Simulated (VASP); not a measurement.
Input of a VASP 6.6.1 run:

File INCAR:

```
SYSTEM = Cu
PREC     = Accurate       ! precision mode
ENCUT    = 520            ! plane-wave cutoff, eV
EDIFF    = 1E-6           ! SCF threshold, eV
ISMEAR   = 0              ! smearing method
SIGMA    = 0.15           ! smearing width, eV
LREAL    = .FALSE.        ! projectors in reciprocal space
LASPH    = .TRUE.         ! aspherical terms in the spheres
NELM     = 60             ! most SCF steps
ALGO     = Normal         ! electronic algorithm
ISIF     = 2              ! what is computed and relaxed
LWAVE    = .FALSE.        ! write WAVECAR
LCHARG   = .FALSE.        ! write CHGCAR
GGA      = PS             ! functional
NBANDS   = 12             ! bands
```

KPOINTS

```
Automatic mesh
0
G
  22 22 22
  0 0 0
```

Contents of POSCAR:

```
Cu
1.0
    0.0000000000      1.7532750000      1.8617250000
    1.7532750000      0.0000000000      1.8617250000
    1.7532750000      1.7532750000      0.0000000000
Cu
1
Direct
    0.0000000000      0.0000000000      0.0000000000
```

Potentials or basis: VASP PAW PBE potentials, release 64 (Cu).

Run with:

```bash
$ cat potpaw_PBE.64/Cu/POTCAR > POTCAR
$ mpirun -np 1 vasp_std > vasp.out
```

**Question.** What does it give for the pressure?

**Answer.** -1.0 GPa.

Stress tensor (GPa, compression positive):
```
 0.53  0.00  0.00
 0.00  0.53  0.00
 0.00  0.00 -4.13
```

Caveat: the cell differs from its parent crystal (strain -0.030 along x and y, +0.030 along z); the PAW data sets were made with another functional, which shifts forces and pressure a little.
